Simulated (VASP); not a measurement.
Input of a VASP 6.6.1 run:

INCAR

```
PREC = Accurate
ENCUT = 520
EDIFF = 1E-8
ISMEAR = -1
SIGMA = 0.02
LREAL = False
LASPH = True
NELM = 100
ALGO = Normal
ISIF = 2
LWAVE = False
LCHARG = False
LEFG = True
NBANDS = 15
```

Contents of KPOINTS:

```
Automatic mesh
0
Gamma
  9 9 9
```

POSCAR

```
KF
1.0
    3.2149096683      0.0000000000      0.0000000000
    0.0000000000      3.2149096683      0.0000000000
    0.0000000000      0.0000000000      3.2149096683
K F
1 1
Direct
    0.0000000000      0.0000000000      0.0000000000
    0.5000000000      0.5000000000      0.5000000000
```

Potentials or basis: VASP PAW LDA potentials, release 64 (K_sv, F).

The run is started by

```sh
$ cat potpaw_LDA.64/K_sv/POTCAR potpaw_LDA.64/F/POTCAR > POTCAR
$ mpirun -np 1 vasp_std > vasp.out
```

(1) Estimate the pressure.

(2) Predict the band gap on the k mesh.

Results:

(1) -4.7 GPa.

(2) 6.21 eV, indirect (least direct gap 6.24 eV).

Caveat: without QUAD_EFG the Cq values of the log hold for a quadrupole moment of 1 mb, not for the nuclei.
